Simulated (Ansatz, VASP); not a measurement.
Two plane-wave programs on Pd

```
Pd
1.0
    -1.51317    1.51317    1.51317
     1.51317   -1.51317    1.51317
     1.51317    1.51317   -1.51317
Pd
1
Direct
  0.00000 0.00000 0.00000
```

Alike in both runs: task single point; functional r2SCAN; k mesh 16 × 16 × 16; occupations fermi-dirac, width 0.1 eV; no spin polarisation.

|  | VASP | Ansatz |
| --- | --- | --- |
| version | VASP 6.6.1 | Ansatz 0.2.0 |
| potentials or method | VASP PAW PBE potentials, release 64 (Pd), cutoff 520 eV | plane waves (500 eV) with PAW, scalar-relativistic |
| valence electrons in the cell | 10 | 18 |

Ansatz gave:

* pressure (GPa): 18.7

Question: Estimate VASP's values.

Answer: Pressure (GPa): 19.8.

VASP's potentials were made for PBE, not for r2SCAN. The functional is the same, so the differences come from potentials, cutoffs and numerics. VASP's potentials hold 10 valence electrons a cell and Ansatz's 18, so a difference there can come from the potentials and not from the codes.
